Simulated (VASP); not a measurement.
**Cr: single point with RPBE**

The system is Cr.

```
CELL_PARAMETERS angstrom
4.20448 0.00000 0.00000
-2.10224 3.64119 0.00000
0.00000 0.00000 2.27816
ATOMIC_POSITIONS crystal
Cr 0.00000 0.00000 0.00000
Cr 0.33333 0.66667 0.50000
Cr 0.66667 0.33333 0.50000
```

This cell differs from its parent crystal: volume scaled by 0.96.

- Program: VASP 6.6.1
- Task: single point
- Functional: RPBE
- Potentials or basis: VASP PAW PBE potentials, release 64 (Cr_pv)
- Cutoff: 520 eV
- k mesh: 10 × 10 × 15
- Occupations: fermi-dirac, width 0.1 eV
- Spin: no spin polarisation
- Dipole correction: no
- Further INCAR settings: ALGO = Normal; EDIFF = 1e-06; NBANDS = 25

```
Pressure               : 9.6 GPa
Band gap on the k mesh : zero (band 18 reaches 11.37 eV, above the bottom of band 19 at 10.60 eV)
```

Stress tensor (GPa, compression positive):
```
 9.16  0.00  0.00
 0.00  9.16  0.00
 0.00  0.00 10.50
```

Levels at points of the mesh, in eV from the Fermi level:
```
           k point  band 15  band 16  band 17  band 18  band 19  band 20  band 21  band 22
(0.00, 0.00, 0.00)    -2.11    -2.11    -1.84    -0.33    -0.33     1.34     1.34     1.39
(0.50, 0.00, 0.00)    -2.03    -1.81    -1.65     0.44     0.76     1.38     1.48     1.53
```

Run time: 46 s on 1 thread of Intel(R) Xeon(R) 6975P-C (Granite Rapids) (shared host), peak memory 0.2 GiB.

Caveat: the PAW data sets were made with another functional, which shifts forces and pressure a little; the run has no spin polarisation, though such a crystal can be magnetic. Spin polarisation is off, so any magnetic state and its effect on volume and gap are missing.
